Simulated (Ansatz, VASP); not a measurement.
# Mn in VASP and in Ansatz

Contents of INCAR:

```
PREC = Accurate
ENCUT = 520
EDIFF = 1E-6
ISMEAR = -1
SIGMA = 0.1
LREAL = F
LASPH = T
NELM = 80
ALGO = Normal
ISIF = 2
LWAVE = F
LCHARG = F
GGA = RP
NBANDS = 12
```

The input KPOINTS:

```
Automatic mesh
0
Gamma
  15 15 15
```

The input POSCAR:

```
Mn
1.0
    2.3024792817      0.0000000000      0.0000000000
    0.0000000000      2.3024792817      0.0000000000
    0.0000000000      0.0000000000      2.3024792817
Mn
1
Direct
    0.0000000000      0.0000000000      0.0000000000
```

Input for Ansatz:

```yaml
crystal:
  lattice:
    - [2.3024792817, 0.0, 0.0]
    - [0.0, 2.3024792817, 0.0]
    - [0.0, 0.0, 2.3024792817]
  atoms:
    - { symbol: Mn, position: [0.0, 0.0, 0.0] }
hamiltonian:
  xc: rpbe
  pseudopotentials:
    kind: paw
    azcp:
      Mn: "pseudopotentials/Mn.paw.azcp"
basis:
  ecutwfc: 420
  fft_grid_basis: typed
kpoints:
  mp_grid: { grid: [15, 15, 15], shift: [0, 0, 0] }
magnetization:
  spin_polarized: false
scf:
  occupations: { method: fermi_dirac, width: 0.1 }
  lower_state_search: "off"
output:
  stress: true
  write_density: true
  write_potential: true
  elf: true
  volumetric_format: npy
```

Alike in both runs: task single point; functional RPBE; k mesh 15 × 15 × 15; occupations fermi-dirac, width 0.1 eV; no spin polarisation.

|  | VASP | Ansatz |
| --- | --- | --- |
| version | VASP 6.6.1 | Ansatz 0.2.0 |
| potentials or method | VASP PAW PBE potentials, release 64 (Mn_pv), cutoff 520 eV | plane waves (420 eV) with PAW, scalar-relativistic |
| valence electrons in the cell | 13 | 15 |

VASP gave:

- pressure (GPa): 0.2

Problem. What did Ansatz give for the same quantities?

Solution. Pressure (GPa): -0.1.

VASP's potentials were made for PBE, not for RPBE. VASP's potentials hold 13 valence electrons a cell and Ansatz's 15, so a difference there can come from the potentials and not from the codes.
